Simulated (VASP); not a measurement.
Write the native input for VASP 6.6.1 that does the following.

* Task: relaxation of cell and atoms
* Functional: PBE
* Potentials or basis: VASP PAW PBE potentials, release 64 (I)
* Cutoff: 600 eV
* k mesh: 10 × 10 × 8
* Occupations: gaussian, width 0.01 eV
* Spin: no spin polarisation
* Dipole correction: no
* Further INCAR settings: ALGO = Normal; EDIFF = 1e-07; IBRION = 2; EDIFFG = -0.01; NSW = 100; ISIF = 3

The structure of I lies in POSCAR:

```
I
1.0
    4.1804433108     -2.1846680461      0.0000000000
    4.1804433108      2.1846680461      0.0000000000
   -3.5888472110      0.0000000000      5.4330453994
I
2
Direct
    0.6297787806      0.6297787806      0.2576039992
    0.3702212194      0.3702212194      0.7423960008
```

The input as run:

INCAR

```
ALGO = Normal ; EDIFF = 1E-7
EDIFFG = -0.01 ; ENCUT = 600
GGA = PE ; IBRION = 2
ISIF = 3 ; ISMEAR = 0
LASPH = True ; LCHARG = False
LREAL = False ; LWAVE = False
NELM = 100 ; NSW = 100
PREC = Accurate ; SIGMA = 0.01
```

KPOINTS

```
k-points
0
Gamma
  10 10 8
```

Potentials or basis: VASP PAW PBE potentials, release 64 (I).

Run with:

```sh
$ cat potpaw_PBE.64/I/POTCAR > POTCAR
$ mpirun -np 1 vasp_std > vasp.out
```

Results of the run:

- Relaxed volume: 55.95 Å³/atom
- Relaxed cell: a = 5.203 Å, b = 5.203 Å, c = 6.776 Å, α = 123.03°, β = 123.03°, γ = 49.73°
- Space group after relaxing (to 0.1 Å): C2/m (No. 12)
- Energy gained by relaxing: 4.9 meV/atom
- Ionic steps: 12
- Pressure after relaxing: 0.0 GPa
- Largest force after relaxing: 0.007 eV/Å
- Band gap on the k mesh: 0.02 eV

Caveat: semilocal functionals underestimate gaps, and a narrow one can read as zero; spin-orbit coupling is left out, which moves the levels of the heavy elements.

It took 32 min on 1 thread of AMD EPYC 9R45 96-Core Processor (Zen 5) (shared host), peak memory 0.47 GiB.
